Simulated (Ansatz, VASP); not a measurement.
## Two plane-wave programs on Mg3MoBr2

```
Mg Mo Br
1.0
     5.35366    0.00000    0.00000
    -2.67683    4.63640    0.00000
     0.00000    0.00000   10.69388
Mg Mo Br
3 1 2
Direct
  0.33333 0.66667 0.00000
  0.66667 0.33333 0.00000
  0.00000 0.00000 0.00000
  0.00000 0.00000 0.50000
  0.00000 0.00000 0.73885
  0.00000 0.00000 0.26115
```

Alike in both runs: functional PBE; k mesh 12 × 12 × 4; occupations gaussian, width 0.1 eV; collinear spin.

Ansatz relaxed the structure, and its values are those at the end. VASP's run is a single point on that final structure, the one shown.

```csv
,VASP,Ansatz
version,VASP 6.6.1,Ansatz 0.2.0
potentials or method,"VASP PAW PBE potentials, release 64 (Mg, Mo_sv, Br), cutoff 600 eV","scalar-relativistic, plane waves, PAW"
valence electrons in the cell,34,58
```

Ansatz gave:

| Quantity | Value |
| --- | --- |
| gap on the k mesh at the Fermi level (eV) | none |
| pressure (GPa) | 0.0 |
| net moment per atom (μB) | 0.80 |
| size of the moment on the site where the two differ most (μB) | 3.09 |

Which values does VASP return?

gap on the k mesh at the Fermi level (eV): none; pressure (GPa): 0.0; net moment per atom (μB): 0.80; size of the moment on the site where the two differ most (μB): 3.75.

Site moments also hang on the region over which each program counts them. A gap of «none» marks a metal or a gap that the smearing closes. VASP's potentials hold 34 valence electrons a cell and Ansatz's 58, so a difference there can come from the potentials and not from the codes.
